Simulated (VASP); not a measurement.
# Mn (P6_3/mmc) in VASP: a series of runs

Mn is run at these levels: revPBE, PBE; tasks: single point.

All numbers are computed with VASP 6.6.1; they aren't measurements. Logs are shortened: lines on timing, memory, paths and dates and some standing lists are left out, and cuts for length are marked.

## (1) The cell of the first run

The structure is hexagonal, space group P6_3/mmc (No. 194). The conventional cell has a = 2.484 Å, b = 2.484 Å, c = 4.026 Å, α = 90.00°, β = 90.00°, γ = 120.00°. Within 3.3 Å of Mn (site symmetry -6m2) lie 12 Mn at 2.47 to 2.48 Å.

## (2) Single point, revPBE, collinear spin, ferromagnetic start

INCAR

```
  PREC = Accurate
  ENCUT = 520
  EDIFF = 1E-7
  ISMEAR = -1
  SIGMA = 0.05
  LREAL = F
  LASPH = T
  NELM = 150
  ALGO = Normal
  ISIF = 2
  LWAVE = F
  LCHARG = T
  ISPIN = 2
  MAGMOM = 4 4
  LORBIT = 11
  LMAXMIX = 4
  GGA = RE
  LELF = T
  LVHAR = T
  NBANDS = 24
```

KPOINTS

```
regular mesh
0
Gamma
  12 12 7
```

POSCAR

```
Mn
1.0
    2.4836457705      0.0000000000      0.0000000000
   -1.2418228853      2.1509003313      0.0000000000
    0.0000000000      0.0000000000      4.0261950000
Mn
2
Direct
    0.3333333333      0.6666666667      0.2500000000
    0.6666666667      0.3333333333      0.7500000000
```

Potentials or basis: VASP PAW PBE potentials, release 64 (Mn_pv).

On the command line:

```
$ cat potpaw_PBE.64/Mn_pv/POTCAR > POTCAR
$ mpirun -np 1 vasp_std > vasp.out
```

OUTCAR:

```text
PREC = Accurate
   ENCUT = 520
   EDIFF = 1E-7
   ISMEAR = -1
   LREAL = F
   LASPH = T
   NELM = 150
   ISIF = 2
   ISPIN = 2
   LORBIT = 11
   GGA = RE

 ion  position               nearest neighbor table
   1  0.333  0.667  0.250-   2 2.47   2 2.47   2 2.47   2 2.47   2 2.47   2 2.47
   2  0.667  0.333  0.750-   1 2.47   1 2.47   1 2.47   1 2.47   1 2.47   1 2.47

  LATTYP: Found a hexagonal cell.
 ALAT       =     2.4836457705
 C/A-ratio  =     1.6210826229

  Lattice vectors:

 A1 = (   2.4836457705,   0.0000000000,   0.0000000000)
 A2 = (  -1.2418228853,   2.1509003313,   0.0000000000)
 A3 = (   0.0000000000,   0.0000000000,   4.0261950000)

Analysis of symmetry for initial positions (statically):
=====================================================================
 Subroutine PRICEL returns:
 Original cell was already a primitive cell.

 Routine SETGRP: Setting up the symmetry group for a
 hexagonal supercell.

 Subroutine GETGRP returns: Found 24 space group operations
 (whereof 12 operations were pure point group operations)
 out of a pool of 24 trial point group operations.

The static configuration has the point symmetry D_3d.
 The point group associated with its full space group is D_6h.

Analysis of symmetry for dynamics (positions and initial velocities):
=====================================================================
 Subroutine PRICEL returns:
 Original cell was already a primitive cell.

 Routine SETGRP: Setting up the symmetry group for a
 hexagonal supercell.

 Subroutine GETGRP returns: Found 24 space group operations
 (whereof 12 operations were pure point group operations)
 out of a pool of 24 trial point group operations.

The dynamic configuration has the point symmetry D_3d.
 The point group associated with its full space group is D_6h.

Analysis of structural, dynamic, and magnetic symmetry:
=====================================================================
 Subroutine PRICEL returns:
 Original cell was already a primitive cell.

 Routine SETGRP: Setting up the symmetry group for a
 hexagonal supercell.

 Subroutine GETGRP returns: Found 24 space group operations
 (whereof 12 operations were pure point group operations)
 out of a pool of 24 trial point group operations.

The overall configuration has the point symmetry D_3d.
 The point group associated with its full space group is D_6h.

 Subroutine INISYM returns: Found 24 space group operations
 (whereof 12 operations are pure point group operations),
[... 111 lines left out ...]
   ISMEAR =    -1;   SIGMA  =   0.05  broadening in eV -4-tet -1-fermi 0-gaus
   EFERMI_NEDOS =   21; number of points for ismear=-14 and -15
   IALGO  =     38    algorithm
   IMIX   =      4    mixing-type and parameters
     AMIX     =   0.40;   BMIX     =  1.00
     AMIX_MAG =   1.60;   BMIX_MAG =  1.00
  volume/ion in A,a.u.               =      10.75        72.57
  Fermi-wavevector in a.u.,A,eV,Ry     =   1.743938  3.295565 41.379665  3.041320
  Thomas-Fermi vector in A             =   2.815914
   LORBIT       =     11    0 simple, 1 ext, 2 COOP (PROOUT), +10 PAW based schemes
   GGA     = RE    functional components
   LHFCALC =     F    Hartree Fock is set to
   AEXX    =    0.0000 exact exchange contribution
   IVDW    =     0    specifies the selected vdW correction
   LEPSILON=     F    determine dielectric tensor
   LRPA    =     F    only Hartree local field effects (RPA)
 spin polarized calculation
  energy-cutoff  :      520.00
  volume of cell :       21.51
 maximum number of plane-waves:       590
   NGX =  9   NGY =  9   NGZ = 15

 number of electron      26.0000029 magnetization      -0.0003946

 number of electron      26.0000029 magnetization       0.0003155

 Free energy of the ion-electron system (eV)
  ---------------------------------------------------
  ext. energy  EPLUGINS =         0.00000000
  ---------------------------------------------------
  free energy    TOTEN  =       -17.03190683 eV

  energy without entropy =      -17.00963783  energy(sigma->0) =      -17.02077233

 E-fermi :  10.4344     XC(G=0): -13.9265

 val. band max:       10.4309147035   @ k =   0.4167   0.1667   0.2857
 cond. band min:      10.4406333173   @ k =   0.2500   0.0000   0.4286
 fundamental gap:      0.0097186137
 Fermi energy:        10.4344256262

 spin component 1

 k-point     1 :       0.0000    0.0000    0.0000
  band No.  band energies     occupation
      1     -37.8791      1.00000
      2     -37.2232      1.00000
      3     -37.2232      1.00000
      4     -37.1203      1.00000
      5     -37.1203      1.00000
      6     -37.1127      1.00000
[... 637 lines left out ...]
     23      30.9411      0.00000
     24      33.2534      0.00000

 [... further k-points ...]

 spin component 2

 k-point     1 :       0.0000    0.0000    0.0000
  band No.  band energies     occupation
      1     -37.8790      1.00000
      2     -37.2230      1.00000
      3     -37.2230      1.00000
      4     -37.1201      1.00000
      5     -37.1201      1.00000
      6     -37.1126      1.00000
[... 637 lines left out ...]
     23      30.9411      0.00000
     24      33.2535      0.00000

 [... further k-points ...]
[... 5 lines left out ...]
  --------------------------------------------------------------------------------------
  -------------------------------------------------------------------------------------
  Total        0.3978380      0.3978380      0.3590951     -0.0000000      0.0000000      0.0000000
  in kB       29.6354865     29.6354865     26.7494775     -0.0000000      0.0000000      0.0000000
  external PRESSURE =      28.6734835 kB  Pullay stress =       0.0000000 kB

 VOLUME and BASIS-vectors are now :
 -----------------------------------------------------------------------------
  energy-cutoff  :      520.00
  volume of cell :       21.51
      direct lattice vectors                 reciprocal lattice vectors
     2.483645770  0.000000000  0.000000000     0.402633907  0.232460795  0.000000000
    -1.241822885  2.150900331  0.000000000     0.000000000  0.464921589  0.000000000
     0.000000000  0.000000000  4.026195000     0.000000000  0.000000000  0.248373464

 POSITION                                       TOTAL-FORCE (eV/Angst)
 -----------------------------------------------------------------------------------
     -0.00000      1.43393      1.00655         0.000000      0.000000      0.000000
      1.24182      0.71697      3.01965        -0.000000      0.000000      0.000000
 -----------------------------------------------------------------------------------
    total drift:                               -0.000000      0.000000     -0.000000

  FREE ENERGIE OF THE ION-ELECTRON SYSTEM (eV)
  ---------------------------------------------------
  free  energy   TOTEN  =       -17.0319068253 eV

  energy  without entropy=      -17.0096378325  energy(sigma->0) =      -17.02077233

 total charge

# of ion       s       p       d       tot
------------------------------------------
    1        0.426   6.400   5.152  11.977
    2        0.426   6.400   5.152  11.977
--------------------------------------------------
tot          0.852  12.800  10.303  23.954

 magnetization (x)

# of ion       s       p       d       tot
------------------------------------------
    1        0.000   0.000   0.000   0.000
    2        0.000   0.000   0.000   0.000
--------------------------------------------------
tot          0.000   0.000   0.000   0.000
```

OSZICAR:

```text
N       E                     dE             d eps       ncg     rms          rms(c)
DAV:   1     0.249724124577E+03    0.24972E+03   -0.14979E+04  7456   0.156E+03
DAV:   2    -0.674374599512E+01   -0.25647E+03   -0.24445E+03  7432   0.401E+02
DAV:   3    -0.165684003397E+02   -0.98247E+01   -0.97693E+01  8144   0.885E+01
DAV:   4    -0.166477170911E+02   -0.79317E-01   -0.79312E-01  8104   0.785E+00
DAV:   5    -0.166488886165E+02   -0.11715E-02   -0.11715E-02  8264   0.969E-01    0.251E+01
DAV:   6    -0.164046277182E+02    0.24426E+00   -0.56021E+00  7720   0.333E+01    0.591E+00
DAV:   7    -0.168635865058E+02   -0.45896E+00   -0.26901E-01  7944   0.501E+00    0.507E+00
DAV:   8    -0.169720886627E+02   -0.10850E+00   -0.20413E-02  7752   0.185E+00    0.240E+00
DAV:   9    -0.170277499835E+02   -0.55661E-01   -0.53418E-02  7960   0.244E+00    0.684E-01
DAV:  10    -0.170318051036E+02   -0.40551E-02   -0.90848E-03  7856   0.949E-01    0.193E-01
DAV:  11    -0.170318858328E+02   -0.80729E-04   -0.27557E-04  8000   0.156E-01    0.116E-01
DAV:  12    -0.170319030481E+02   -0.17215E-04   -0.23871E-05  7944   0.368E-02    0.295E-02
DAV:  13    -0.170319073811E+02   -0.43330E-05   -0.10352E-05  7848   0.259E-02    0.101E-02
DAV:  14    -0.170319067490E+02    0.63212E-06   -0.14002E-06  7960   0.132E-02    0.274E-03
DAV:  15    -0.170319068253E+02   -0.76351E-07   -0.18238E-07  5944   0.349E-03
   1 F= -.17031907E+02 E0= -.17020772E+02  d E =-.222690E-01  mag=     0.0000
```

stdout:

```text
POSCAR found type information on POSCAR Mn
 POSCAR found :  1 types and       2 ions
 scaLAPACK will be used
 -----------------------------------------------------------------------------
|                                                                             |
|                                                                             |
|     You enforced a specific xc type in the INCAR file but a different       |
|     I HOPE YOU KNOW WHAT YOU ARE DOING!                                     |
|                                                                             |
 -----------------------------------------------------------------------------

 LDA part: xc-table for (Slater+PW92), standard interpolation
 POSCAR, INCAR and KPOINTS ok, starting setup
 FFT: planning ... GRIDC
 FFT: planning ... GRID_SOFT
 FFT: planning ... GRID
 WAVECAR not read
 entering main loop
```

It took 49 s on 1 thread of Intel Xeon 6975P-C (Granite Rapids), shared host; peak memory 0.17 GiB.

Results:

- Free energy: -17.0319 eV
- Pressure: 2.9 GPa
- Band gap on the k mesh: zero (filled and empty bands overlap)
- Net moment: 0.00 μB per cell
- Valence electrons inside the program's atomic spheres: Mn 11.98

Caveat: the starting moments collapsed, and a magnetic state may lie lower; the PAW data sets were made with another functional, which shifts forces and pressure a little.

## (3) Single point, PBE, collinear spin, ferromagnetic start

INCAR

```
ALGO = Normal
EDIFF = 1E-7
ENCUT = 520
GGA = PE
ISIF = 2
ISMEAR = -1
ISPIN = 2
LASPH = True
LCHARG = False
LMAXMIX = 4
LORBIT = 11
LREAL = False
LWAVE = False
MAGMOM = 4 4
NBANDS = 24
NELM = 150
PREC = Accurate
SIGMA = 0.05
```

KPOINTS

```
k-points
0
Gamma
  12 12 7
```

POSCAR is that of step 2.

Potentials or basis: VASP PAW PBE potentials, release 64 (Mn_pv).

On the command line:

```
$ cat potpaw_PBE.64/Mn_pv/POTCAR > POTCAR
$ mpirun -np 1 vasp_std > vasp.out
```

Run time: 46 s. Hardware: 1 thread of Intel Xeon Platinum 8559C (Emerald Rapids), shared host; peak memory 0.17 GiB.

It converged, with:

```
Free energy                                           : -17.8987 eV
Pressure                                              : -1.3 GPa
Band gap on the k mesh                                : zero (filled and empty bands overlap)
Net moment                                            : 0.00 μB per cell
Valence electrons inside the program's atomic spheres : Mn 11.98
```

Stress tensor (GPa, compression positive):
```
-1.12  0.00  0.00
 0.00 -1.12  0.00
 0.00  0.00 -1.53
```

Levels at points of the mesh, in eV from the Fermi level:
Spin up:
| k point | band 9 | band 10 | band 11 | band 12 | band 13 | band 14 | band 15 | band 16 | band 17 | band 18 |
| --- | --- | --- | --- | --- | --- | --- | --- | --- | --- | --- |
| (0.00, 0.00, 0.00) | -0.97 | -0.94 | -0.94 | -0.47 | -0.47 | 0.06 | 0.06 | 0.72 | 1.61 | 1.61 |
| (0.50, 0.00, 0.00) | -3.66 | -1.33 | -1.14 | -0.93 | -0.42 | 1.82 | 1.96 | 2.03 | 3.58 | 5.69 |
Spin down:
| k point | band 10 | band 11 | band 12 | band 13 | band 14 | band 15 | band 16 | band 17 |
| --- | --- | --- | --- | --- | --- | --- | --- | --- |
| (0.00, 0.00, 0.00) | -0.94 | -0.94 | -0.47 | -0.47 | 0.06 | 0.06 | 0.72 | 1.61 |
| (0.50, 0.00, 0.00) | -1.33 | -1.14 | -0.93 | -0.42 | 1.82 | 1.96 | 2.03 | 3.58 |

Caveat: the starting moments collapsed, and a magnetic state may lie lower.
